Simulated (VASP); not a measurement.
Here is a VASP 6.6.1 calculation.

Contents of POSCAR:

```
Si
1.0
    0.0000000000      2.7220959918      2.7220959918
    2.7220959918      0.0000000000      2.7220959918
    2.7220959918      2.7220959918      0.0000000000
Si
2
Direct
    0.7500000000      0.7500000000      0.7500000000
    0.5000000000      0.5000000000      0.5000000000
```

File INCAR.step1:

```
PREC = Accurate
ENCUT = 520
ISMEAR = 0
SIGMA = 0.02
LREAL = False
LASPH = True
NELM = 100
NBANDS = 11
GGA = PE
ALGO = Normal
EDIFF = 1E-4
LWAVE = True
LCHARG = False
```

INCAR.step2

```
PREC = Accurate
ENCUT = 520
EDIFF = 1E-6
ISMEAR = 0
SIGMA = 0.02
LREAL = False
LASPH = True
NELM = 100
ALGO = Normal
ISIF = 2
LWAVE = False
LCHARG = True
METAGGA = R2SCAN
LMIXTAU = True
LELF = True
LVHAR = True
NBANDS = 11
ISTART = 1
```

KPOINTS

```
regular mesh
0
Gamma
  10 10 10
```

Potentials or basis: VASP PAW PBE potentials, release 64 (Si).

Run with:

```console
$ cat potpaw_PBE.64/Si/POTCAR > POTCAR
$ cp INCAR.step1 INCAR
$ mpirun -np 1 vasp_std > vasp.out
$ cp INCAR.step2 INCAR
$ mpirun -np 1 vasp_std > vasp.out
```

(1) Predict the pressure.

(2) What does it give for the band gap on the k mesh?

## Answers

(1) -0.2 GPa.

(2) 0.79 eV, indirect (least direct gap 2.75 eV).

Caveat: the PAW data sets were made with another functional, which shifts forces and pressure a little.
